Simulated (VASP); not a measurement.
Wanted: the native input for a VASP 6.6.1 run.

```
Task                   : relaxation of shape and atoms at fixed volume
Functional             : PBE
Potentials or basis    : VASP PAW PBE potentials, release 64 (Ni, O)
Cutoff                 : 600 eV
k mesh                 : 12 × 12 × 8
Occupations            : gaussian, width 0.05 eV
Spin                   : collinear spin, antiferromagnetic start
Starting moments       : [1.5, -1.5, 0.0, 0.0] μB
Dipole correction      : no
Further INCAR settings : ALGO = Normal; EDIFF = 1e-06; IBRION = 2; EDIFFG = -0.01; NSW = 60; ISIF = 4
```

The structure of NiO lies in POSCAR:

```
NiO
1.0
    3.0194682339      0.0000000000      0.0000000000
   -1.5097341170      2.6149361964      0.0000000000
    0.0000000000      0.0000000000      5.1758469715
Ni O
2 2
Direct
    0.0000000000      0.0000000000      0.0000000000
    0.0000000000      0.0000000000      0.5000000000
    0.3333333333      0.6666666667      0.2500001226
    0.6666666667      0.3333333333      0.7499998774
```

The input as run:

INCAR

```
PREC     = Accurate       # precision mode
ENCUT    = 600            # plane-wave cutoff, eV
EDIFF    = 1E-6           # SCF threshold, eV
ISMEAR   = 0              # smearing method
SIGMA    = 0.05           # smearing width, eV
LREAL    = F              # projectors in reciprocal space
LASPH    = T              # aspherical terms in the spheres
NELM     = 150            # most SCF steps
ALGO     = Normal         # electronic algorithm
ISIF     = 4              # what is computed and relaxed
LWAVE    = F              # write WAVECAR
LCHARG   = F              # write CHGCAR
ISPIN    = 2              # spin polarisation
MAGMOM   = 1.5 -1.5 0 0   # initial moments
LORBIT   = 11             # projections on sites
LMAXMIX  = 4              # l up to which the mixer works
GGA      = PE             # functional
IBRION   = 2              # ionic algorithm
NSW      = 60             # ionic steps
EDIFFG   = -0.01          # ionic threshold
```

KPOINTS

```
regular mesh
0
Gamma
  12 12 8
```

Potentials or basis: VASP PAW PBE potentials, release 64 (Ni, O).

Command:

```sh
$ cat potpaw_PBE.64/Ni/POTCAR potpaw_PBE.64/O/POTCAR > POTCAR
$ mpirun -np 1 vasp_std > vasp.out
```

It gave:

- Energy gained by relaxing: 0.1 meV/atom
- Ionic steps: 3
- Pressure after relaxing: -14.8 GPa
- Band gap on the k mesh: 0.70 eV (least direct gap 0.83 eV)
- Net moment: 0.00 μB per cell
- Site moments: Ni +1.36, -1.36; O +0.00 μB
- Valence electrons inside the program's atomic spheres: Ni 8.86; O 4.90

Caveat: semilocal functionals underestimate gaps, and a narrow one can read as zero.

Wall time 15 min on 1 thread of Oxide Virtual Turin-like Processor, on a shared host, peak memory 0.25 GiB.
